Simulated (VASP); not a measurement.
## In3Se: single point with PBEsol

The system is In3Se.

```
CELL_PARAMETERS angstrom
4.20178 0.00000 0.00000
0.00000 4.20178 0.00000
0.00000 0.00000 4.20178
ATOMIC_POSITIONS crystal
In 0.50000 0.50000 0.00000
In 0.50000 0.00000 0.50000
In 0.00000 0.50000 0.50000
Se 0.00000 0.00000 0.00000
```

- Program: VASP 6.6.1
- Task: single point
- Functional: PBEsol
- Potentials or basis: VASP PAW PBE potentials, release 64 (In_d, Se)
- Cutoff: 520 eV
- k mesh: 6 × 6 × 6
- Occupations: fermi-dirac, width 0.05 eV
- Spin: no spin polarisation

```json
{
 "Pressure": "30.1 GPa",
 "Band gap on the k mesh": "zero (an odd number of electrons rules out a gap without spin polarisation)"
}
```

Levels at points of the mesh, in eV from the Fermi level:
| k point | band 19 | band 20 | band 21 | band 22 | band 23 | band 24 | band 25 | band 26 | band 27 | band 28 |
| --- | --- | --- | --- | --- | --- | --- | --- | --- | --- | --- |
| (0.00, 0.00, 0.00) | -5.35 | -5.35 | -1.76 | -1.76 | 1.29 | 1.29 | 1.29 | 5.05 | 5.05 | 5.05 |
| (0.50, 0.00, 0.00) | -3.88 | -3.88 | -1.42 | -0.91 | -0.91 | -0.32 | 0.55 | 5.07 | 5.07 | 5.77 |
| (0.50, 0.50, 0.00) | -7.62 | -2.97 | -1.56 | -0.04 | -0.04 | 1.47 | 1.47 | 2.27 | 2.30 | 6.59 |
| (0.50, 0.50, 0.50) | -6.79 | -5.14 | -4.80 | -4.80 | -4.80 | 4.47 | 4.47 | 4.47 | 11.01 | 11.01 |

Wall time 25 s on 1 thread of Intel(R) Xeon(R) Platinum 8488C (Sapphire Rapids) (shared host), peak memory 0.19 GiB.

Caveat: the cell stands under pressure; the PAW data sets were made with another functional, which shifts forces and pressure a little; spin-orbit coupling is left out, which moves the levels of the heavy elements.
